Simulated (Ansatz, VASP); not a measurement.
## Hf7S: VASP beside Ansatz

```
Hf S
1.0
     6.49381    0.00000    0.00000
    -3.24690    5.62380    0.00000
     0.00000    0.00000    5.45894
Hf S
7 1
Direct
  0.50048 0.00097 0.50000
  0.99903 0.49951 0.50000
  0.50048 0.49951 0.50000
  0.16737 0.83263 0.00000
  0.66526 0.83263 0.00000
  0.16737 0.33474 0.00000
  0.66667 0.33333 0.00000
  0.00000 0.00000 0.50000
```

Change from the starting cell: species swapped into the Mg7Sb type (P-6m2, No. 187).

Alike in both runs: task relaxation of cell and atoms; functional PBE; k mesh 3 × 3 × 4; occupations gaussian, width 0.1 eV; no spin polarisation.

```csv
,VASP,Ansatz
version,VASP 6.6.1,Ansatz 0.2.0
potentials or method,"VASP PAW PBE potentials, release 64 (Hf_pv, S), cutoff 600 eV","scalar-relativistic, plane waves, PAW"
valence electrons in the cell,76,188
```

```csv
,VASP,Ansatz,Ansatz less VASP
"gap on the k mesh at the Fermi level, each at its own relaxed structure (eV)",none,none,-
relaxed volume (Å³/atom),21.15,21.21,+0.056
relaxed cell length with the largest relative difference (Å),5.086,5.094,+0.0078
```

A gap of «none» marks a metal or a gap that the smearing closes. VASP's potentials hold 76 valence electrons a cell and Ansatz's 188, so a difference there can come from the potentials and not from the codes.

The k mesh is coarse, so the values compare programs but aren't converged. Neither program's run includes spin-orbit coupling. Noted on VASP's run: the volume moved by over 15 % at a fixed basis, so the end points are rough.
